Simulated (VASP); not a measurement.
Crystal: Sr2TeSe.

```
CELL_PARAMETERS angstrom
2.29154 1.32302 7.51211
-2.29154 1.32302 7.51211
0.00000 -2.64604 7.51211
ATOMIC_POSITIONS crystal
Se 0.00000 0.00000 0.00000
Te 0.50000 0.50000 0.50000
Sr 0.25504 0.25504 0.25504
Sr 0.74496 0.74496 0.74496
```

Base run:

- Program: VASP 6.6.1
- Functional: r2SCAN
- Potentials or basis: VASP PAW PBE potentials, release 64 (Se, Te, Sr_sv)
- Cutoff: 520 eV
- k mesh: 6 × 6 × 6
- Occupations: gaussian, width 0.01 eV
- Spin: no spin polarisation

Its results: band gap on the k mesh 2.18 eV (least direct gap 2.83 eV); pressure 0.1 GPa.

Question: The run is repeated on the same cell with these changes: functional from r2SCAN to PBE; occupations from gaussian, width 0.01 eV to fermi-dirac, width 0.02 eV. What comes out?

Answer: Band gap on the k mesh 1.78 eV (least direct gap 2.42 eV); pressure 0.4 GPa.

Caveats: spin-orbit coupling is left out, which moves the levels of the heavy elements; the PAW data sets were made with another functional, which shifts forces and pressure a little (at least some runs).

A k mesh can miss the band edges.
